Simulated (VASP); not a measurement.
# I (Fmmm) in VASP: notebook

The runs below take I through relaxation of cell and atoms, single point, with PBE, HSE06.

Program: VASP 6.6.1. These are calculated values, not measurements. Logs are shortened: lines on timing, memory, paths and dates and some standing lists are left out, and cuts for length are marked.

## (1) The cell of the first run

The structure is orthorhombic, space group Fmmm (No. 69). Conventional cell: a = 4.384 Å, b = 4.731 Å, c = 7.820 Å, α = 90.00°, β = 90.00°, γ = 90.00°. I (site symmetry mmm) has 4 I at 3.23 Å within 4.2 Å.

## (2) Relaxation of cell and atoms, PBE

Input file INCAR:

```
  PREC = Accurate
  ENCUT = 600
  EDIFF = 1E-6
  ISMEAR = -1
  SIGMA = 0.05
  LREAL = F
  LASPH = T
  NELM = 80
  ALGO = Normal
  ISIF = 3
  LWAVE = F
  LCHARG = F
  GGA = PE
  IBRION = 2
  NSW = 80
  EDIFFG = -0.005
```

Input file KPOINTS:

```
regular mesh
0
Gamma
  9 9 9
```

Input file POSCAR:

```
I
1.0
    0.0000000000      2.3656004428      3.9098401324
    2.1922454667      0.0000000000      3.9098401324
    2.1922454667      2.3656004428      0.0000000000
I
1
Direct
    0.0000000000      0.0000000000      0.0000000000
```

Potentials or basis: VASP PAW PBE potentials, release 64 (I).

On the command line:

```console
$ cat potpaw_PBE.64/I/POTCAR > POTCAR
$ mpirun -np 1 vasp_std > vasp.out
```

OUTCAR:

```text
PREC = Accurate
   ENCUT = 600
   EDIFF = 1E-6
   ISMEAR = -1
   LREAL = F
   LASPH = T
   NELM = 80
   ISIF = 3
   GGA = PE
   IBRION = 2
   NSW = 80
   EDIFFG = -0.005

 ion  position               nearest neighbor table
   1  0.000  0.000  0.000-

  LATTYP: Found a face centered orthorhombic cell.
 ALAT       =     4.3844909334
 B/A-ratio  =     1.0790764441
 C/A-ratio  =     1.7834864717

  Lattice vectors:

 A1 = (   0.0000000000,   2.3656004428,   3.9098401324)
 A2 = (   2.1922454667,   0.0000000000,   3.9098401324)
 A3 = (   2.1922454667,   2.3656004428,   0.0000000000)

Analysis of symmetry for initial positions (statically):
=====================================================================
 Subroutine PRICEL returns:
 Original cell was already a primitive cell.

 Routine SETGRP: Setting up the symmetry group for a
 face centered orthorhombic supercell.

 Subroutine GETGRP returns: Found  8 space group operations
 (whereof  8 operations were pure point group operations)
 out of a pool of  8 trial point group operations.

The static configuration has the point symmetry D_2h.

Analysis of symmetry for dynamics (positions and initial velocities):
=====================================================================
 Subroutine PRICEL returns:
 Original cell was already a primitive cell.

 Routine SETGRP: Setting up the symmetry group for a
 face centered orthorhombic supercell.

 Subroutine GETGRP returns: Found  8 space group operations
 (whereof  8 operations were pure point group operations)
 out of a pool of  8 trial point group operations.

The dynamic configuration has the point symmetry D_2h.

 Subroutine INISYM returns: Found  8 space group operations
 (whereof  8 operations are pure point group operations),
 and found     1 'primitive' translations

----------------------------------------------------------------------------------------

                                     Primitive cell

  volume of cell :      40.5527

  direct lattice vectors                    reciprocal lattice vectors
     0.000000000  2.365600443  3.909840132    -0.228076649  0.211362828  0.127882467
     2.192245467  0.000000000  3.909840132     0.228076649 -0.211362828  0.127882467
     2.192245467  2.365600443  0.000000000     0.228076649  0.211362828 -0.127882467

  length of vectors
     4.569782852  4.482498193  3.225214046     0.336224818  0.336224818  0.336224818

  position of ions in fractional coordinates (direct lattice)
     0.000000000  0.000000000  0.000000000

  ion indices of the primitive-cell ions
   primitive index   ion index
                 1           1

----------------------------------------------------------------------------------------

 KPOINTS: regular mesh

Automatic generation of k-mesh.
 Grid dimensions read from file:
 generate k-points for:    9    9    9

 Generating k-lattice:

  Cartesian coordinates                     Fractional coordinates (reciprocal lattice)
    -0.025341850  0.023484759  0.014209163     0.111111111  0.000000000  0.000000000
     0.025341850 -0.023484759  0.014209163     0.000000000  0.111111111  0.000000000
     0.025341850  0.023484759 -0.014209163     0.000000000  0.000000000  0.111111111

  Length of vectors
     0.037358313  0.037358313  0.037358313

  Shift w.r.t. Gamma in fractional coordinates (k-lattice)
     0.000000000  0.000000000  0.000000000

 Subroutine IBZKPT returns following result:
 ===========================================

 Found    125 irreducible k-points:

 Following reciprocal coordinates:
            Coordinates               Weight
  0.000000  0.000000  0.000000      1.000000
  0.111111  0.000000  0.000000      8.000000
  0.222222  0.000000  0.000000      8.000000
  0.333333  0.000000  0.000000      8.000000
  0.444444  0.000000  0.000000      8.000000
  0.111111  0.111111  0.000000      2.000000
[... 16 lines left out ...]
 -0.333333  0.333333 -0.000000      4.000000
  0.444444  0.444444  0.000000      2.000000
 [... further k-points ...]
   k-points           NKPTS =    125   k-points in BZ     NKDIM =    125   number of bands    NBANDS=      7
   number of dos      NEDOS =    301   number of ions     NIONS =      1
   total plane-waves  NPLWV =  40320
   dimension x,y,z NGX =    40 NGY =   36 NGZ =   28
   dimension x,y,z NGXF=    80 NGYF=   72 NGZF=   56
   ions per type =               1
   NGX,Y,Z   is equivalent  to a cutoff of  14.55, 13.35, 14.43 a.u.
   NGXF,Y,Z  is equivalent  to a cutoff of  29.10, 26.70, 28.87 a.u.
 SYSTEM =  unknown system
   PREC   = accura    normal or accurate (medium, high low for compatibility)
   ISTART =      0    job   : 0-new  1-cont  2-samecut
   ICHARG =      2    charge: 1-file 2-atom 10-const
   ISPIN  =      1    spin polarized calculation?
   LNONCOLLINEAR =      F non collinear calculations
   LSORBIT =      F    spin-orbit coupling
   LASPH  =      T    aspherical Exc in radial PAW
   ENCUT  =  600.0 eV  44.10 Ry    6.64 a.u.   9.13  8.95  6.44*2*pi/ulx,y,z
   NELM   =     80;   NELMIN=  2; NELMDL= -5     # of ELM steps
   EDIFF  = 0.1E-05   stopping-criterion for ELM
   LREAL  =      F    real-space projection
   EDIFFG = -.5E-02   stopping-criterion for IOM
   NSW    =     80    number of steps for IOM
   IBRION =      2    ionic relax: 0-MD 1-quasi-New 2-CG
   NFREE  =      1    steps in history (QN), initial steepest desc. (CG)
   ISIF   =      3    stress and relaxation
   ISYM   =      2    0-nonsym 1-usesym 2-fastsym
   POTIM  = 0.5000    time-step for ionic-motion
   TEBEG  =    0.0;   TEEND  =   0.0 temperature during run
   PSTRESS=    0.0 pullay stress
   NELECT =       7.0000    total number of electrons
   NUPDOWN=      -1.0000    fix difference up-down
   EMIN   =  10.00;   EMAX   =-10.00  energy-range for DOS
   EFERMI =   0.00;   METHOD = LEGACY
   ISMEAR =    -1;   SIGMA  =   0.05  broadening in eV -4-tet -1-fermi 0-gaus
   EFERMI_NEDOS =   21; number of points for ismear=-14 and -15
   IALGO  =     38    algorithm
   IMIX   =      4    mixing-type and parameters
     AMIX     =   0.40;   BMIX     =  1.00
     AMIX_MAG =   1.60;   BMIX_MAG =  1.00
  volume/ion in A,a.u.               =      40.55       273.66
  Fermi-wavevector in a.u.,A,eV,Ry     =   0.911523  1.722529 11.304731  0.830874
  Thomas-Fermi vector in A             =   2.035812
   LORBIT       =      0    0 simple, 1 ext, 2 COOP (PROOUT), +10 PAW based schemes
   GGA     = PE    functional components
   LHFCALC =     F    Hartree Fock is set to
   AEXX    =    0.0000 exact exchange contribution
   IVDW    =     0    specifies the selected vdW correction
   LEPSILON=     F    determine dielectric tensor
   LRPA    =     F    only Hartree local field effects (RPA)
 conjugate gradient relaxation of ions
 non-spin polarized calculation
  energy-cutoff  :      600.00
  volume of cell :       40.55
 maximum number of plane-waves:      1376
 NGX is ok and might be reduce to    40
   NGX = 19   NGY = 17   NGZ = 13

--------------------------------------- Ionic step        1  -------------------------------------------

 number of electron       6.9999999 magnetization

 Free energy of the ion-electron system (eV)
  ---------------------------------------------------
  ext. energy  EPLUGINS =         0.00000000
  ---------------------------------------------------
  free energy    TOTEN  =        -1.39167167 eV

  energy without entropy =       -1.38653986  energy(sigma->0) =       -1.38910576

------------------------ aborting loop because EDIFF is reached ----------------------------------------

  FORCE on cell =-STRESS in cart. coord.  units (eV):
  Direction    XX          YY          ZZ          XY          YZ          ZX
  --------------------------------------------------------------------------------------
  -------------------------------------------------------------------------------------
  Total        0.0949823      0.0361504      0.1978134      0.0000000      0.0000000      0.0000000
  in kB        3.7526127      1.4282492      7.8153179      0.0000000      0.0000000      0.0000000
  external PRESSURE =       4.3320599 kB  Pullay stress =       0.0000000 kB
[... 86 lines left out ...]
  FREE ENERGIE OF THE ION-ELECTRON SYSTEM (eV)
  ---------------------------------------------------
  free  energy   TOTEN  =        -1.3955464616 eV

  energy  without entropy=       -1.3896960404  energy(sigma->0) =       -1.39262125

[... ionic steps 4 to 25 ...]

--------------------------------------- Ionic step       26  -------------------------------------------

 number of electron       7.0000000 magnetization

------------------------ aborting loop because EDIFF is reached ----------------------------------------

  FORCE on cell =-STRESS in cart. coord.  units (eV):
  Direction    XX          YY          ZZ          XY          YZ          ZX
  --------------------------------------------------------------------------------------
  -------------------------------------------------------------------------------------
  Total       -0.0117785     -0.0134271      0.0100355      0.0000000      0.0000000      0.0000000
  in kB       -0.3939705     -0.4491132      0.3356696      0.0000000      0.0000000      0.0000000
  external PRESSURE =      -0.1691380 kB  Pullay stress =       0.0000000 kB
[... 55 lines left out ...]
  energy  without entropy=       -1.3982146464  energy(sigma->0) =       -1.40107093

--------------------------------------- Ionic step       28  -------------------------------------------

 number of electron       7.0000000 magnetization

 Free energy of the ion-electron system (eV)
  ---------------------------------------------------
  ext. energy  EPLUGINS =         0.00000000
  ---------------------------------------------------
  free energy    TOTEN  =        -1.40392713 eV

  energy without entropy =       -1.39821840  energy(sigma->0) =       -1.40107277

 E-fermi :   2.1311     XC(G=0):  -7.4083

 val. band max:        1.9606463873   @ k =   0.1111   0.0000   0.1111
 cond. band min:       2.1652674117   @ k =   0.4444  -0.3333   0.1111
 fundamental gap:      0.2046210244
 Fermi energy:         2.1310693181

 k-point     1 :       0.0000    0.0000    0.0000
  band No.  band energies     occupation
      1     -11.6013      2.00000
      2      -0.4299      2.00000
      3       2.9030      0.00000
      4       2.9237      0.00000
      5       6.1506      0.00000
      6       9.3854      0.00000
      7       9.9837      0.00000
[... 221 lines left out ...]
 k-point    24 :       0.4444    0.4444    0.0000
  band No.  band energies     occupation
      1     -11.5377      2.00000
      2      -1.3597      2.00000
      3       2.8480      0.00000
      4       2.8691      0.00000
      5       9.2102      0.00000
      6       9.6444      0.00000
      7      10.1346      0.00000

 [... further k-points ...]

------------------------ aborting loop because EDIFF is reached ----------------------------------------

  FORCE on cell =-STRESS in cart. coord.  units (eV):
  Direction    XX          YY          ZZ          XY          YZ          ZX
  --------------------------------------------------------------------------------------
  -------------------------------------------------------------------------------------
  Total        0.0006929     -0.0014682      0.0014279     -0.0000000      0.0000000      0.0000000
  in kB        0.0232088     -0.0491769      0.0478291     -0.0000000      0.0000000      0.0000000
  external PRESSURE =       0.0072870 kB  Pullay stress =       0.0000000 kB
[... 16 lines left out ...]
  FREE ENERGIE OF THE ION-ELECTRON SYSTEM (eV)
  ---------------------------------------------------
  free  energy   TOTEN  =        -1.4039271324 eV

  energy  without entropy=       -1.3982184007  energy(sigma->0) =       -1.40107277

 reached required accuracy - stopping structural energy minimisation
```

It took 9.2 min on 1 thread of Intel Xeon Platinum 8488C (Sapphire Rapids), shared host; peak memory 0.22 GiB.

What came out:

```
Free energy                           : -1.4039 eV
Relaxed volume                        : 47.83 Å³/atom
Relaxed cell                          : a = 5.112 Å, b = 5.107 Å, c = 3.236 Å, α = 71.63°, β = 71.45°, γ = 36.92°
Space group after relaxing (to 0.1 Å) : I4/mmm (No. 139)
Energy gained by relaxing             : 12.3 meV/atom
Ionic steps                           : 28
Pressure after relaxing               : 0.0 GPa
Band gap on the k mesh                : zero (an odd number of electrons rules out a gap without spin polarisation)
```

The path:
```tsv
step	energy change (eV)	largest force (eV/Å)	pressure (GPa)	volume (Å³)
1	0.0000	0.0000	0.43	40.55
2	-0.0020	0.0000	0.19	41.20
3	-0.0039	0.0000	-0.39	42.88
4	-0.0049	0.0000	-0.35	43.07
5	-0.0074	0.0000	-0.26	43.63
6	-0.0104	0.0000	-0.03	44.73
7	-0.0107	0.0000	0.48	46.85
8	-0.0114	0.0000	0.27	45.97
9	-0.0120	0.0000	0.08	46.90
10	-0.0121	0.0000	-0.09	47.87
11	-0.0122	0.0000	0.00	47.59
12	-0.0122	0.0000	-0.09	47.68
13	-0.0122	0.0000	-0.05	47.62
14	-0.0122	0.0000	0.02	47.53
15	-0.0122	0.0000	0.02	47.53
16	-0.0122	0.0000	0.02	47.54
17	-0.0122	0.0000	-0.02	47.58
18	-0.0122	0.0000	0.00	47.55
19	-0.0122	0.0000	0.00	47.54
20	-0.0122	0.0000	0.00	47.54
21	-0.0122	0.0000	0.01	47.55
22	-0.0122	0.0000	0.01	47.58
23	-0.0122	0.0000	0.01	47.63
24	-0.0122	0.0000	0.01	47.73
25	-0.0123	0.0000	0.02	47.77
26	-0.0123	0.0000	-0.02	47.90
27	-0.0123	0.0000	-0.01	47.85
28	-0.0123	0.0000	0.00	47.83
```

Final structure:
```cif
data_structure
_symmetry_space_group_name_H-M 'P 1'
_symmetry_Int_Tables_number 1
_cell_length_a 5.1125
_cell_length_b 5.1069
_cell_length_c 3.2356
_cell_angle_alpha 71.634
_cell_angle_beta 71.449
_cell_angle_gamma 36.917
_cell_volume 47.83
loop_
_atom_site_label
_atom_site_type_symbol
_atom_site_fract_x
_atom_site_fract_y
_atom_site_fract_z
_atom_site_occupancy
I1 I 0.00000 0.00000 0.00000 1
```

Levels at points of the mesh, in eV from the Fermi level:
| k point | band 2 | band 3 | band 4 | band 5 | band 6 | band 7 |
| --- | --- | --- | --- | --- | --- | --- |
| (0.00, 0.00, 0.00) | -2.56 | 0.77 | 0.79 | 4.02 | 7.25 | 7.85 |

Caveat: the volume moved by over 15 % at a fixed basis, so the end points are rough; spin-orbit coupling is left out, which moves the levels of the heavy elements; an odd number of electrons without spin polarisation forces a metal; a magnetic or distorted state may lie lower.

## (3) Single point, HSE06, non-collinear spin, zero start, spin-orbit coupling

POSCAR is that of step 2.

Input file INCAR.step1:

```
SYSTEM = I
PREC = Accurate
ENCUT = 400
EDIFF = 1E-5
ISMEAR = -1
SIGMA = 0.05
LREAL = .False.
LASPH = .True.
NELM = 200
ALGO = Normal
ISIF = 2
LWAVE = .True.
LCHARG = .False.
MAGMOM = 0 0 0
LORBIT = 11
LSORBIT = .True.
GGA_COMPAT = .False.
LORBMOM = .True.
NBANDS = 18
GGA = PE
```

Input file INCAR.step2:

```
SYSTEM = I
PREC = Accurate
ENCUT = 400
EDIFF = 1E-6
ISMEAR = -1
SIGMA = 0.05
LREAL = .False.
LASPH = .True.
NELM = 200
ALGO = Normal
ISIF = 2
LWAVE = .False.
LCHARG = .False.
MAGMOM = 0 0 0
LORBIT = 11
LSORBIT = .True.
GGA_COMPAT = .False.
LORBMOM = .True.
GGA = PE
LHFCALC = .True.
HFSCREEN = 0.2079
PRECFOCK = Normal
NBANDS = 18
ISTART = 1
```

Input file KPOINTS:

```
Automatic mesh
0
Gamma
  4 4 4
  0 0 0
```

Potentials or basis: VASP PAW PBE potentials, release 64 (I).

On the command line:

```console
$ cat potpaw_PBE.64/I/POTCAR > POTCAR
$ cp INCAR.step1 INCAR
$ mpirun -np 1 vasp_ncl > vasp.out
$ cp INCAR.step2 INCAR
$ mpirun -np 1 vasp_ncl > vasp.out
```

Wall time 18 min (1 thread of AMD EPYC 7R43 (Zen 3), shared host); peak memory 0.3 GiB.

Results (log left out):

- Free energy: -2.3419 eV
- Pressure: -2.3 GPa
- Net moment: 0.00 μB per cell
- Valence electrons inside the program's atomic spheres: I 4.23

Stress tensor (GPa, compression positive):
```
-3.23  0.00  0.00
 0.00 -4.31  0.00
 0.00  0.00  0.59
```

Moments on the atoms (μB; x, y, z):
```
I   0.00 0.00 0.00
```

Caveat: the k points lie up to 0.53 Å⁻¹ apart; the PAW data sets were made with another functional, which shifts forces and pressure a little.

## (4) Single point, PBE

Input file INCAR:

```
SYSTEM = I
PREC     = Accurate       ! precision mode
ENCUT    = 500            ! plane-wave cutoff, eV
EDIFF    = 1E-6           ! SCF threshold, eV
ISMEAR   = -1             ! smearing method
SIGMA    = 0.05           ! smearing width, eV
LREAL    = .FALSE.        ! projectors in reciprocal space
LASPH    = .TRUE.         ! aspherical terms in the spheres
NELM     = 120            ! most SCF steps
ALGO     = Normal         ! electronic algorithm
ISIF     = 2              ! what is computed and relaxed
LWAVE    = .FALSE.        ! write WAVECAR
LCHARG   = .TRUE.         ! write CHGCAR
GGA      = PE             ! functional
LELF     = .TRUE.         ! ELF
LVHAR    = .TRUE.       
NBANDS   = 10             ! bands
GGA_COMPAT= .FALSE.
```

Input file KPOINTS:

```
Automatic mesh
0
G
  7 7 7
  0 0 0
```

POSCAR is that of step 3.

On the command line:

```console
$ cat potpaw_PBE.64/I/POTCAR > POTCAR
$ mpirun -np 1 vasp_std > vasp.out
```

Run time: 13 s. Hardware: 1 thread of Intel Xeon Platinum 8488C (Sapphire Rapids), shared host; peak memory 0.18 GiB.

Results (log left out):

| Quantity | Value |
| --- | --- |
| Free energy | -1.3472 eV |
| Pressure | 0.6 GPa |
| Band gap on the k mesh | zero (an odd number of electrons rules out a gap without spin polarisation) |

Stress tensor (GPa, compression positive):
```
0.61 0.00 0.00
0.00 0.20 0.00
0.00 0.00 0.85
```

Levels at points of the mesh, in eV from the Fermi level:
```csv
k point,band 1,band 2,band 3,band 4,band 5,band 6,band 7,band 8
"(0.00, 0.00, 0.00)",-13.78,-1.85,0.86,1.16,4.64,7.58,8.29,12.21
```

Caveat: spin-orbit coupling is left out, which moves the levels of the heavy elements; an odd number of electrons without spin polarisation forces a metal; a magnetic or distorted state may lie lower.

## (5) The runs side by side

```tsv
task	level	spin	cell	k mesh	cutoff (eV)	grid for exact exchange (PRECFOCK)	share of exact exchange	screening parameter	gap on the mesh (eV)	pressure (GPa)
relaxation of cell and atoms	PBE	off	relaxed	9 × 9 × 9	600	-	-	-	none	0.0
single point	HSE06	non-collinear, zero start, SOC	as given	4 × 4 × 4	400	Normal	0.25	0.2079 1/Å	-	-2.3
single point	PBE	off	as given	7 × 7 × 7	500	-	-	-	none	0.6
```

Alike in all rows: potentials or basis VASP PAW PBE potentials, release 64 (I); smearing fermi-dirac 0.05 eV.

Caveats: some runs use coarse meshes; spin-orbit coupling is left out, which moves the levels of the heavy elements (at least some runs); an odd number of electrons without spin polarisation forces a metal (at least some runs); a magnetic or distorted state may lie lower (at least some runs); the volume moved by over 15 % at a fixed basis, so the end points are rough (at least some runs); the PAW data sets were made with another functional, which shifts forces and pressure a little (at least some runs).

Total energies depend on the potentials used, so only differences within one code and one set of settings carry meaning.
